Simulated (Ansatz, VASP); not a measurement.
**AlNi3: VASP beside Ansatz**

File INCAR:

```
ALGO = Fast
EDIFF = 1E-6
ENCUT = 520
GGA = PS
ISIF = 2
ISMEAR = 0
ISPIN = 2
LASPH = T
LCHARG = T
LELF = T
LMAXMIX = 4
LORBIT = 11
LREAL = F
LVHAR = T
LWAVE = F
MAGMOM = 0 0.28 0.28 0.28
NBANDS = 28
NELM = 150
PREC = Accurate
SIGMA = 0.1
```

File KPOINTS:

```
k-points
0
Gamma
  12 12 12
```

Contents of POSCAR:

```
AlNi3
1.0
    3.5230547267      0.0000000000      0.0000000000
    0.0000000000      3.5230547267      0.0000000000
    0.0000000000      0.0000000000      3.5230547267
Al Ni
1 3
Direct
    0.0000000000      0.0000000000      0.0000000000
    0.0000000000      0.5000000000      0.5000000000
    0.5000000000      0.0000000000      0.5000000000
    0.5000000000      0.5000000000      0.0000000000
```

Input for Ansatz:

```yaml
crystal:
  lattice:
    - [3.5230547267, 0.0, 0.0]
    - [0.0, 3.5230547267, 0.0]
    - [0.0, 0.0, 3.5230547267]
  atoms:
    - { symbol: Al, position: [0.0, 0.0, 0.0] }
    - { symbol: Ni, position: [0.0, 0.5, 0.5], spin: 0.28 }
    - { symbol: Ni, position: [0.5, 0.0, 0.5], spin: 0.28 }
    - { symbol: Ni, position: [0.5, 0.5, 0.0], spin: 0.28 }
basis:
  ecutwfc: 420
kpoints:
  mp_grid: { grid: [12, 12, 12] }
hamiltonian:
  xc: pbesol
scf:
  occupations: { method: gaussian, width: 0.1 }
output:
  forces: true
  stress: true
  eigenvalues: true
  populations: true
magnetization:
  spin_polarized: true
```

Alike in both runs: task single point; functional PBEsol; k mesh 12 × 12 × 12; occupations gaussian, width 0.1 eV; collinear spin.

|  | VASP | Ansatz |
| --- | --- | --- |
| version | VASP 6.6.1 | Ansatz 0.2.0 |
| potentials or method | VASP PAW PBE potentials, release 64 (Al, Ni), cutoff 520 eV | scalar-relativistic, plane waves, PAW |
| valence electrons in the cell | 33 | 57 |

VASP gave:

```
gap on the k mesh at the Fermi level (eV)                     : none
pressure (GPa)                                                : -0.6
net moment per atom (μB)                                      : 0.17
size of the moment on the site where the two differ most (μB) : 0.23
```

What did Ansatz give for the same quantities?

gap on the k mesh at the Fermi level (eV): none; pressure (GPa): -0.7; net moment per atom (μB): 0.17; size of the moment on the site where the two differ most (μB): 0.25.

VASP's potentials were made for PBE, not for PBEsol. Site moments also hang on the region over which each program counts them. A gap of «none» marks a metal or a gap that the smearing closes. With one functional, cell and mesh, what is left measures potentials, basis and numerics. VASP's potentials hold 33 valence electrons a cell and Ansatz's 57, so a difference there can come from the potentials and not from the codes.
